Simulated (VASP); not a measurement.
# ZrSiRu4 (P6/mmm) in VASP: notebook

Runs on ZrSiRu4. Level: PBE. Tasks: single point.

All numbers are computed with VASP 6.6.1; they aren't measurements. Logs are shortened: lines on timing, memory, paths and dates and some standing lists are left out, and cuts for length are marked.

## 1. The cell of the first run

Symmetry: P6/mmm, No. 191, hexagonal system. The conventional cell has a = 3.458 Å, b = 3.458 Å, c = 7.029 Å, α = 90.00°, β = 90.00°, γ = 120.00°. Within 3.6 Å of Zr (site symmetry 6/mmm) lie 12 Ru at 2.70 Å and 6 Zr at 3.46 Å and 2 Si at 3.51 Å. Within 3.6 Å of Si (site symmetry 6/mmm) lie 12 Ru at 2.62 Å and 6 Si at 3.46 Å and 2 Zr at 3.51 Å. Ru (site symmetry 3m) has 3 Ru at 2.00 Å and 3 Si at 2.62 Å and 3 Zr at 2.70 Å within 2.8 Å.

The cell was generated, and may not be a known phase.

## 2. Single point, PBE

INCAR reads:

```
SYSTEM = ZrSiRu4
PREC = Accurate
ENCUT = 520
EDIFF = 1E-6
ISMEAR = 0
SIGMA = 0.1
LREAL = .FALSE.
LASPH = .TRUE.
NELM = 100
ALGO = Fast
ISIF = 2
LWAVE = .FALSE.
LCHARG = .FALSE.
GGA = PE
NBANDS = 45
```

KPOINTS reads:

```
regular mesh
0
G
  6 6 4
  0 0 0
```

POSCAR reads:

```
ZrSiRu4
1.0
    3.4578733800      0.0000000000      0.0000000000
   -1.7289366900      2.9946061900      0.0000000000
    0.0000000000      0.0000000000      7.0292136400
Zr Si Ru
1 1 4
Direct
    0.0000000000      0.0000000000      0.5000000000
    0.0000000000      0.0000000000      0.0000000000
    0.3333333300      0.6666666700      0.7595900300
    0.3333333300      0.6666666700      0.2404099700
    0.6666666700      0.3333333300      0.7595900300
    0.6666666700      0.3333333300      0.2404099700
```

Potentials or basis: VASP PAW PBE potentials, release 64 (Zr_sv, Si, Ru_pv).

Launch:

```console
cat potpaw_PBE.64/Zr_sv/POTCAR potpaw_PBE.64/Si/POTCAR potpaw_PBE.64/Ru_pv/POTCAR > POTCAR
mpirun -np 1 vasp_std > vasp.out
```

OUTCAR:

```text
SYSTEM = ZrSiRu4
   PREC = Accurate
   ENCUT = 520
   EDIFF = 1E-6
   ISMEAR = 0
   LREAL = .FALSE.
   LASPH = .TRUE.
   NELM = 100
   ISIF = 2
   GGA = PE

 ion  position               nearest neighbor table
   1  0.000  0.000  0.500-   3 2.70   4 2.70   5 2.70   6 2.70   3 2.70   4 2.70   5 2.70   6 2.70
                             5 2.70   6 2.70   3 2.70   4 2.70   2 3.51   2 3.51
   2  0.000  0.000  0.000-   3 2.62   4 2.62   5 2.62   6 2.62   3 2.62   4 2.62   5 2.62   6 2.62
                             5 2.62   6 2.62   3 2.62   4 2.62   1 3.51   1 3.51
   3  0.333  0.667  0.760-   5 2.00   5 2.00   5 2.00   2 2.62   2 2.62   2 2.62   1 2.70   1 2.70
                             1 2.70
   4  0.333  0.667  0.240-   6 2.00   6 2.00   6 2.00   2 2.62   2 2.62   2 2.62   1 2.70   1 2.70
                             1 2.70
   5  0.667  0.333  0.760-   3 2.00   3 2.00   3 2.00   2 2.62   2 2.62   2 2.62   1 2.70   1 2.70
                             1 2.70
   6  0.667  0.333  0.240-   4 2.00   4 2.00   4 2.00   2 2.62   2 2.62   2 2.62   1 2.70   1 2.70
                             1 2.70

  LATTYP: Found a hexagonal cell.
 ALAT       =     3.4578733800
 C/A-ratio  =     2.0328140645

  Lattice vectors:

 A1 = (   3.4578733800,   0.0000000000,   0.0000000000)
 A2 = (  -1.7289366900,   2.9946061900,   0.0000000000)
 A3 = (   0.0000000000,   0.0000000000,   7.0292136400)

Analysis of symmetry for initial positions (statically):
=====================================================================
 Subroutine PRICEL returns:
 Original cell was already a primitive cell.

 Routine SETGRP: Setting up the symmetry group for a
 hexagonal supercell.

 Subroutine GETGRP returns: Found 24 space group operations
 (whereof 24 operations were pure point group operations)
 out of a pool of 24 trial point group operations.

The static configuration has the point symmetry D_6h.

Analysis of symmetry for dynamics (positions and initial velocities):
=====================================================================
 Subroutine PRICEL returns:
 Original cell was already a primitive cell.

 Routine SETGRP: Setting up the symmetry group for a
 hexagonal supercell.

 Subroutine GETGRP returns: Found 24 space group operations
 (whereof 24 operations were pure point group operations)
 out of a pool of 24 trial point group operations.

The dynamic configuration has the point symmetry D_6h.

 Subroutine INISYM returns: Found 24 space group operations
 (whereof 24 operations are pure point group operations),
 and found     1 'primitive' translations

----------------------------------------------------------------------------------------

                                     Primitive cell

  volume of cell :      72.7873

  direct lattice vectors                    reciprocal lattice vectors
     3.457873380  0.000000000  0.000000000     0.289195089  0.166966863  0.000000000
    -1.728936690  2.994606190  0.000000000     0.000000000  0.333933725  0.000000000
     0.000000000  0.000000000  7.029213640     0.000000000  0.000000000  0.142263424

  length of vectors
     3.457873380  3.457873380  7.029213640     0.333933725  0.333933725  0.142263424

  position of ions in fractional coordinates (direct lattice)
     0.000000000  0.000000000  0.500000000
     0.000000000  0.000000000  0.000000000
     0.333333330  0.666666670  0.759590030
     0.333333330  0.666666670  0.240409970
     0.666666670  0.333333330  0.759590030
     0.666666670  0.333333330  0.240409970

  ion indices of the primitive-cell ions
   primitive index   ion index
                 1           1
                 2           2
                 3           3
                 4           4
                 5           5
                 6           6

----------------------------------------------------------------------------------------

 KPOINTS: regular mesh

Automatic generation of k-mesh.
 Grid dimensions read from file:
 generate k-points for:    6    6    4

 Generating k-lattice:

  Cartesian coordinates                     Fractional coordinates (reciprocal lattice)
     0.048199182  0.027827810  0.000000000     0.166666667  0.000000000  0.000000000
     0.000000000  0.055655621  0.000000000     0.000000000  0.166666667  0.000000000
     0.000000000  0.000000000  0.035565856     0.000000000  0.000000000  0.250000000

  Length of vectors
     0.055655621  0.055655621  0.035565856

  Shift w.r.t. Gamma in fractional coordinates (k-lattice)
     0.000000000  0.000000000  0.000000000

 Subroutine IBZKPT returns following result:
 ===========================================

 Found     21 irreducible k-points:

 Following reciprocal coordinates:
            Coordinates               Weight
  0.000000  0.000000  0.000000      1.000000
  0.166667  0.000000  0.000000      6.000000
  0.333333  0.000000  0.000000      6.000000
  0.500000  0.000000  0.000000      3.000000
  0.166667  0.166667  0.000000      6.000000
  0.333333  0.166667  0.000000     12.000000
[... 13 lines left out ...]
  0.333333  0.166667  0.500000     12.000000
  0.333333  0.333333  0.500000      2.000000
   k-points           NKPTS =     21   k-points in BZ     NKDIM =     21   number of bands    NBANDS=     45
   number of dos      NEDOS =    301   number of ions     NIONS =      6
   total plane-waves  NPLWV =  42336
   dimension x,y,z NGX =    28 NGY =   28 NGZ =   54
   dimension x,y,z NGXF=    56 NGYF=   56 NGZF=  108
   ions per type =               1   1   4
   NGX,Y,Z   is equivalent  to a cutoff of  13.46, 13.46, 12.77 a.u.
   NGXF,Y,Z  is equivalent  to a cutoff of  26.92, 26.92, 25.54 a.u.
 SYSTEM =  ZrSiRu4
   PREC   = accura    normal or accurate (medium, high low for compatibility)
   ISTART =      0    job   : 0-new  1-cont  2-samecut
   ICHARG =      2    charge: 1-file 2-atom 10-const
   ISPIN  =      1    spin polarized calculation?
   LNONCOLLINEAR =      F non collinear calculations
   LSORBIT =      F    spin-orbit coupling
   LASPH  =      T    aspherical Exc in radial PAW
   ENCUT  =  520.0 eV  38.22 Ry    6.18 a.u.   6.43  6.43 13.07*2*pi/ulx,y,z
   NELM   =    100;   NELMIN=  2; NELMDL= -5     # of ELM steps
   EDIFF  = 0.1E-05   stopping-criterion for ELM
   LREAL  =      F    real-space projection
   EDIFFG = 0.1E-04   stopping-criterion for IOM
   NSW    =      0    number of steps for IOM
   IBRION =     -1    ionic relax: 0-MD 1-quasi-New 2-CG
   NFREE  =      0    steps in history (QN), initial steepest desc. (CG)
   ISIF   =      2    stress and relaxation
   ISYM   =      2    0-nonsym 1-usesym 2-fastsym
   POTIM  = 0.5000    time-step for ionic-motion
   TEBEG  =    0.0;   TEEND  =   0.0 temperature during run
   PSTRESS=    0.0 pullay stress
   NELECT =      72.0000    total number of electrons
   NUPDOWN=      -1.0000    fix difference up-down
   EMIN   =  10.00;   EMAX   =-10.00  energy-range for DOS
   EFERMI =   0.00;   METHOD = LEGACY
   ISMEAR =     0;   SIGMA  =   0.10  broadening in eV -4-tet -1-fermi 0-gaus
   EFERMI_NEDOS =   21; number of points for ismear=-14 and -15
   IALGO  =     68    algorithm
   IMIX   =      4    mixing-type and parameters
     AMIX     =   0.40;   BMIX     =  1.00
     AMIX_MAG =   1.60;   BMIX_MAG =  1.00
  volume/ion in A,a.u.               =      12.13        81.87
  Fermi-wavevector in a.u.,A,eV,Ry     =   1.631175  3.082473 36.201442  2.660731
  Thomas-Fermi vector in A             =   2.723354
   LORBIT       =      0    0 simple, 1 ext, 2 COOP (PROOUT), +10 PAW based schemes
   GGA     = PE    functional components
   LHFCALC =     F    Hartree Fock is set to
   AEXX    =    0.0000 exact exchange contribution
   IVDW    =     0    specifies the selected vdW correction
   LEPSILON=     F    determine dielectric tensor
   LRPA    =     F    only Hartree local field effects (RPA)
 non-spin polarized calculation
 RMM-DIIS sequential band-by-band and
 Gauss-broadening in eV      SIGMA  =   0.10
  energy-cutoff  :      520.00
  volume of cell :       72.79
 maximum number of plane-waves:      1986
 NGX is ok and might be reduce to    28
   NGX = 13   NGY = 13   NGZ = 27

 number of electron      72.0000000 magnetization

 Free energy of the ion-electron system (eV)
  ---------------------------------------------------
  ext. energy  EPLUGINS =         0.00000000
  ---------------------------------------------------
  free energy    TOTEN  =       -32.68836198 eV

  energy without entropy =      -32.67690951  energy(sigma->0) =      -32.68263575

 E-fermi :  15.8728     XC(G=0): -14.0750

 val. band max:       15.7721149252   @ k =   0.0000   0.0000   0.5000
 cond. band min:      15.8898056866   @ k =   0.3333   0.0000   0.5000
 fundamental gap:      0.1176907614
 Fermi energy:        15.8727580874

 k-point     1 :       0.0000    0.0000    0.0000
  band No.  band energies     occupation
      1     -32.7288      2.00000
      2     -30.6557      2.00000
      3     -30.6557      2.00000
      4     -30.6517      2.00000
      5     -30.6517      2.00000
      6     -28.5649      2.00000
[... 37 lines left out ...]
     44      21.0998      0.00000
     45      21.1441      0.00000

 k-point     2 :       0.1667    0.0000    0.0000
  band No.  band energies     occupation
      1     -32.7152      2.00000
      2     -30.7538      2.00000
      3     -30.7493      2.00000
      4     -30.4632      2.00000
      5     -30.4606      2.00000
      6     -28.4918      2.00000
[... 37 lines left out ...]
     44      19.7698      0.00000
     45      20.7348      0.00000

 k-point     3 :       0.3333    0.0000    0.0000
  band No.  band energies     occupation
      1     -32.6926      2.00000
      2     -30.9333      2.00000
      3     -30.9279      2.00000
      4     -30.0130      2.00000
      5     -29.9992      2.00000
      6     -28.3112      2.00000
[... 853 lines left out ...]
     44      20.1225      0.00000
     45      20.4070      0.00000

 k-point    21 :       0.3333    0.3333    0.5000
  band No.  band energies     occupation
      1     -32.7038      2.00000
      2     -31.2199      2.00000
      3     -31.1500      2.00000
      4     -28.6219      2.00000
      5     -28.6219      2.00000
      6     -28.6219      2.00000
[... 37 lines left out ...]
     44      19.6179      0.00000
     45      19.6180      0.00000

------------------------ aborting loop because EDIFF is reached ----------------------------------------

  FORCE on cell =-STRESS in cart. coord.  units (eV):
  Direction    XX          YY          ZZ          XY          YZ          ZX
  --------------------------------------------------------------------------------------
  -------------------------------------------------------------------------------------
  Total      109.6673158    109.6673158     27.6486059     -0.0000000     -0.0000000      0.0000000
  in kB     2413.9721144   2413.9721142    608.5948500     -0.0000000     -0.0000000      0.0000000
  external PRESSURE =    1812.1796929 kB  Pullay stress =       0.0000000 kB

 VOLUME and BASIS-vectors are now :
 -----------------------------------------------------------------------------
  energy-cutoff  :      520.00
  volume of cell :       72.79
      direct lattice vectors                 reciprocal lattice vectors
     3.457873380  0.000000000  0.000000000     0.289195089  0.166966863  0.000000000
    -1.728936690  2.994606190  0.000000000     0.000000000  0.333933725  0.000000000
     0.000000000  0.000000000  7.029213640     0.000000000  0.000000000  0.142263424

 POSITION                                       TOTAL-FORCE (eV/Angst)
 -----------------------------------------------------------------------------------
      0.00000      0.00000      3.51461         0.000000      0.000000      0.000000
      0.00000      0.00000      0.00000         0.000000      0.000000      0.000000
     -0.00000      1.99640      5.33932        -0.000000      0.000000      2.051797
     -0.00000      1.99640      1.68989        -0.000000      0.000000     -2.051797
      1.72894      0.99820      5.33932         0.000000     -0.000000      2.051797
      1.72894      0.99820      1.68989         0.000000     -0.000000     -2.051797
 -----------------------------------------------------------------------------------
    total drift:                                0.000000      0.000000      0.000000

  FREE ENERGIE OF THE ION-ELECTRON SYSTEM (eV)
  ---------------------------------------------------
  free  energy   TOTEN  =       -32.6883619806 eV

  energy  without entropy=      -32.6769095114  energy(sigma->0) =      -32.68263575
```

Run time: 76 s. Hardware: 1 thread of AMD EPYC 9R45 (Zen 5), shared host; peak memory 0.2 GiB.

Results:

```yaml
Free_energy: -32.6884 eV
Pressure: 181.2 GPa
Largest_force: 2.052 eV/Å
Band_gap_on_the_k_mesh: zero (bands 36 and 37 overlap by 2.10 eV)
```

Forces on the atoms (eV/Å):
```
Zr   0.000  0.000  0.000
Si   0.000  0.000  0.000
Ru   0.000  0.000  2.052
Ru   0.000  0.000 -2.052
Ru   0.000  0.000  2.052
Ru   0.000  0.000 -2.052
```

Levels at points of the mesh, in eV from the Fermi level:
```tsv
k point	band 32	band 33	band 34	band 35	band 36	band 37	band 38	band 39	band 40	band 41
(0.00, 0.00, 0.00)	-2.81	-2.81	-1.75	-1.75	-1.58	-1.58	-0.83	1.00	1.08	1.08
(0.50, 0.00, 0.00)	-1.75	-1.57	-0.25	0.27	0.31	1.26	1.33	1.42	1.71	1.73
(0.00, 0.00, 0.50)	-2.84	-2.76	-2.76	-1.43	-0.66	-0.66	-0.10	0.03	0.57	1.51
(0.50, 0.00, 0.50)	-2.61	-2.59	-1.76	0.11	0.38	1.03	1.63	1.65	2.16	2.61
```

Caveat: atoms lie so close that the PAW spheres overlap strongly, which falsifies energies and pressures; the stress differs along the axes, from 61 to 241 GPa; forces of over 1 eV/Å act on the atoms, so gaps and moduli don't describe the material at rest.

## 3. Single point, PBE

This run uses another cell than the first one, of 15.30 Å³/atom.

INCAR reads:

```
PREC = Accurate
ENCUT = 520
EDIFF = 1E-6
ISMEAR = 0
SIGMA = 0.1
LREAL = F
LASPH = T
NELM = 80
ALGO = Normal
ISIF = 2
LWAVE = F
LCHARG = F
GGA = PE
NBANDS = 45
```

KPOINTS reads:

```
regular mesh
0
Gamma
  6 6 4
```

POSCAR reads:

```
ZrSiRu4
1.0
    4.3355581195      0.0000000000      0.0000000000
   -2.1677790597      3.7547034710      0.0000000000
    0.0000000000      0.0000000000      5.6404089326
Zr Si Ru
1 1 4
Direct
    0.0000000000      0.0000000000      0.5000000000
    0.0000000000      0.0000000000      0.0000000000
    0.3333333333      0.6666666667      0.7791537070
    0.3333333333      0.6666666667      0.2208462930
    0.6666666667      0.3333333333      0.7791537070
    0.6666666667      0.3333333333      0.2208462930
```

Potentials or basis: VASP PAW PBE potentials, release 64 (Zr_sv, Si, Ru_pv).

Launch:

```console
cat potpaw_PBE.64/Zr_sv/POTCAR potpaw_PBE.64/Si/POTCAR potpaw_PBE.64/Ru_pv/POTCAR > POTCAR
mpirun -np 1 vasp_std > vasp.out
```

Run time: 54 s. Hardware: 1 thread of AMD EPYC 9R45 (Zen 5), shared host; peak memory 0.21 GiB.

The run converged. Its results:

```yaml
Free_energy: -51.9232 eV
Pressure: 0.3 GPa
Largest_force: 0.012 eV/Å
Band_gap_on_the_k_mesh: zero (bands 36 and 37 overlap by 0.88 eV)
```

Forces on the atoms (eV/Å):
```
Zr   0.000  0.000  0.000
Si   0.000  0.000  0.000
Ru   0.000  0.000 -0.012
Ru   0.000  0.000  0.012
Ru   0.000  0.000 -0.012
Ru   0.000  0.000  0.012
```

Stress tensor (GPa, compression positive):
```
0.37 0.00 0.00
0.00 0.37 0.00
0.00 0.00 0.08
```

Levels at points of the mesh, in eV from the Fermi level:
```tsv
k point	band 34	band 35	band 36	band 37	band 38	band 39
(0.00, 0.00, 0.00)	-1.28	-1.28	0.26	0.26	0.99	0.99
(0.50, 0.00, 0.00)	-0.44	-0.23	0.31	0.65	0.89	0.98
(0.00, 0.00, 0.50)	-1.83	-1.83	0.05	0.05	0.14	0.55
(0.50, 0.00, 0.50)	-0.95	-0.94	-0.78	-0.01	0.18	0.48
```

The gap in the log of VASP goes by the Fermi energy; the results here count the filled bands.